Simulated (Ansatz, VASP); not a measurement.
## InP: VASP beside Ansatz

Contents of POSCAR:

```
InP
1.0
    0.0000000000      2.8425850000      2.9305000000
    2.9305000000      0.0000000000      2.9305000000
    2.9305000000      2.8425850000      0.0000000000
In P
1 1
Direct
    0.0000000000      0.0000000000      0.0000000000
    0.7500000000      0.7500000000      0.7500000000
```

File INCAR.step1:

```
SYSTEM = InP
  ALGO = Normal
  EDIFF = 1E-4
  ENCUT = 520
  GGA = PE
  ISMEAR = 0
  LASPH = .True.
  LCHARG = .False.
  LREAL = .False.
  LWAVE = .True.
  NBANDS = 16
  NELM = 100
  PREC = Accurate
  SIGMA = 0.05
```

Contents of INCAR.step2:

```
SYSTEM = InP
  ALGO = Normal
  EDIFF = 1E-6
  ENCUT = 520
  ISIF = 2
  ISMEAR = 0
  ISTART = 1
  LASPH = .True.
  LCHARG = .False.
  LMIXTAU = .True.
  LREAL = .False.
  LWAVE = .False.
  METAGGA = R2SCAN
  NBANDS = 16
  NELM = 100
  PREC = Accurate
  SIGMA = 0.05
```

The input KPOINTS:

```
k-points
0
Gamma
  8 8 8
  0 0 0
```

Input for Ansatz:

```yaml
crystal:
  lattice:
    - [0.0, 2.842585, 2.9305]
    - [2.9305, 0.0, 2.9305]
    - [2.9305, 2.842585, 0.0]
  atoms:
    - { symbol: In, position: [0.0, 0.0, 0.0] }
    - { symbol: P, position: [0.75, 0.75, 0.75] }
basis:
  ecutwfc: 500
kpoints:
  mp_grid: { grid: [8, 8, 8] }
hamiltonian:
  xc: r2scan
scf:
  occupations: { method: gaussian, width: 0.05 }
output:
  forces: true
  stress: true
  eigenvalues: true
```

Change from the starting cell: strain -0.0300 x Voigt [0, 1, 0, 0, 0, 0], atoms carried along.

Alike in both runs: task single point; functional r2SCAN; k mesh 8 × 8 × 8; occupations gaussian, width 0.05 eV; no spin polarisation.

|  | VASP | Ansatz |
| --- | --- | --- |
| version | VASP 6.6.1 | Ansatz 0.2.0 |
| potentials or method | VASP PAW PBE potentials, release 64 (In_d, P), cutoff 520 eV | scalar-relativistic, plane waves, PAW |
| valence electrons in the cell | 18 | 18 |

VASP gave:

| Item | Value |
| --- | --- |
| gap on the k mesh at the Fermi level (eV) | 1.25 |
| least direct gap on the mesh (eV) | 1.25 |
| pressure (GPa) | 4.0 |
| traceless stress, the component that is largest in VASP (GPa) | 0.81 |

Problem. Estimate Ansatz's values.

Solution. gap on the k mesh at the Fermi level (eV): 1.24; least direct gap on the mesh (eV): 1.24; pressure (GPa): 4.1; traceless stress, the component that is largest in VASP (GPa): 0.80.

VASP's potentials were made for PBE, not for r2SCAN.
